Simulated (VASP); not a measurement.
Input of a VASP 6.6.1 run:

File INCAR:

```
SYSTEM = Cd
PREC = Accurate ; ENCUT = 600
EDIFF = 1E-6 ; ISMEAR = -1
SIGMA = 0.05 ; LREAL = .FALSE.
LASPH = .TRUE. ; NELM = 60
ALGO = Normal ; ISIF = 3
LWAVE = .FALSE. ; LCHARG = .FALSE.
GGA = PE ; IBRION = 2
NSW = 32 ; EDIFFG = -0.005
PSTRESS = 840.0
```

File KPOINTS:

```
Automatic mesh
0
G
  18 18 18
  0 0 0
```

The input POSCAR:

```
Cd
1.0
   -1.5194192172      1.5194192172      1.5194192172
    1.5194192172     -1.5194192172      1.5194192172
    1.5194192172      1.5194192172     -1.5194192172
Cd
1
Direct
    0.0000000000      0.0000000000      0.0000000000
```

Potentials or basis: VASP PAW PBE potentials, release 64 (Cd).

The run is started by

```console
$ cat potpaw_PBE.64/Cd/POTCAR > POTCAR
$ mpirun -np 1 vasp_std > vasp.out
```

(1) Predict the relaxed cell.

(2) Predict the relaxed volume.

(3) Estimate the space group after relaxing (to 0.05 Å).

(4) Predict the band gap on the k mesh.

Answers

(1) a = 2.637 Å, b = 2.637 Å, c = 2.637 Å, α = 109.47°, β = 109.47°, γ = 109.47°.

(2) 14.12 Å³/atom.

(3) Im-3m (No. 229).

(4) zero (band 6 reaches 10.95 eV, above the bottom of band 7 at 7.43 eV).

Caveat: the cell is relaxed towards a set pressure, so the enthalpy falls and the energy may rise.
